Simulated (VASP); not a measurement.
PtSe2: single point with PBE+D3(BJ)

The system is PtSe2, a slab with vacuum.

```
Se Pt
1.0
     3.70704    0.00000    0.00000
    -1.85352    3.21039    0.00000
     0.00000    0.00000   22.79816
Se Pt
4 2
Direct
  0.66667 0.33333 0.19738
  0.33333 0.66667 0.31358
  0.50000 0.33333 0.45000
  0.83333 0.00000 0.56619
  0.00000 0.00000 0.25548
  0.16667 0.66667 0.50809
```

This cell differs from its parent crystal: layers slid over each other.

```yaml
Program: VASP 6.6.1
Task: single point
Functional: PBE
Dispersion: D3(BJ)
Potentials_or_basis: VASP PAW PBE potentials, release 64 (Se, Pt)
Cutoff: 520 eV
k_mesh: 9 × 9 × 1
Occupations: gaussian, width 0.05 eV
Spin: no spin polarisation
```

The largest force is 0.114 eV/Å. The band gap on the k mesh is 0.75 eV (least direct gap 1.00 eV) and the dispersion energy per atom is -0.357 eV.

Forces on the atoms (eV/Å):
```
Se  -0.034  0.011 -0.014
Se  -0.060  0.036  0.017
Se   0.050 -0.036 -0.037
Se   0.007 -0.015  0.010
Pt   0.040 -0.011  0.106
Pt  -0.002  0.015 -0.082
```

Levels at points of the mesh, in eV from the valence-band top:
```csv
k point,band 18,band 19,band 20,band 21,band 22,band 23,band 24,band 25,band 26,band 27
"(0.00, 0.00, 0.00)",-0.52,-0.47,-0.43,-0.42,-0.33,2.41,2.49,2.53,2.61,4.16
```

It took 15 min on 1 thread of Intel(R) Xeon(R) Platinum 8259CL CPU @ 2.50GHz (Skylake/Cascade Lake), on a shared host, peak memory 0.54 GiB.

Caveat: the cell differs from its parent crystal (layers slid over each other); spin-orbit coupling is left out, which moves the levels of the heavy elements.
